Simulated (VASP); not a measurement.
Write the native input for VASP 6.6.1 that does the following.

| Quantity | Value |
| --- | --- |
| Task | single point |
| Functional | PBE |
| Potentials or basis | VASP PAW PBE potentials, release 64 (Mg, Se) |
| Cutoff | 520 eV |
| k mesh | 4 × 4 × 4 |
| Occupations | gaussian, width 0.1 eV |
| Spin | no spin polarisation |
| Dipole correction | no |
| Further INCAR settings | ALGO = Normal; EDIFF = 1e-06; NBANDS = 14 |

The structure of Mg3Se lies in POSCAR:

```
Mg3Se
1.0
    4.5365868400      0.0000000000      0.0000000000
    0.0000000000      4.5365868400      0.0000000000
    0.0000000000      0.0000000000      4.4046882700
Mg Se
3 1
Direct
    0.0000000000      0.5000000000      0.0000000000
    0.5000000000      0.0000000000      0.0000000000
    0.0000000000      0.0000000000      0.0000000000
    0.5000000000      0.5000000000      0.0000000000
```

The cell was built from a structure type or drawn by symmetry, and may not be a known phase.

The input as run:

INCAR

```
SYSTEM = Mg3Se
ALGO = Normal
EDIFF = 1E-6
ENCUT = 520
GGA = PE
ISIF = 2
ISMEAR = 0
LASPH = .True.
LCHARG = .True.
LELF = .True.
LREAL = .False.
LVHAR = .True.
LWAVE = .False.
NBANDS = 14
NELM = 80
PREC = Accurate
SIGMA = 0.1
```

KPOINTS

```
k-points
0
Gamma
  4 4 4
  0 0 0
```

Potentials or basis: VASP PAW PBE potentials, release 64 (Mg, Se).

Launch:

```sh
$ cat potpaw_PBE.64/Mg/POTCAR potpaw_PBE.64/Se/POTCAR > POTCAR
$ mpirun -np 1 vasp_std > vasp.out
```

Results of the run:

The pressure is 33.1 GPa. The band gap on the k mesh is zero (bands 6 and 7 overlap by 2.27 eV).

Caveat: the cell stands under pressure.

Run time: 29 s on 1 thread of AMD EPYC 7R13, with other jobs on the host, peak memory 0.18 GiB.
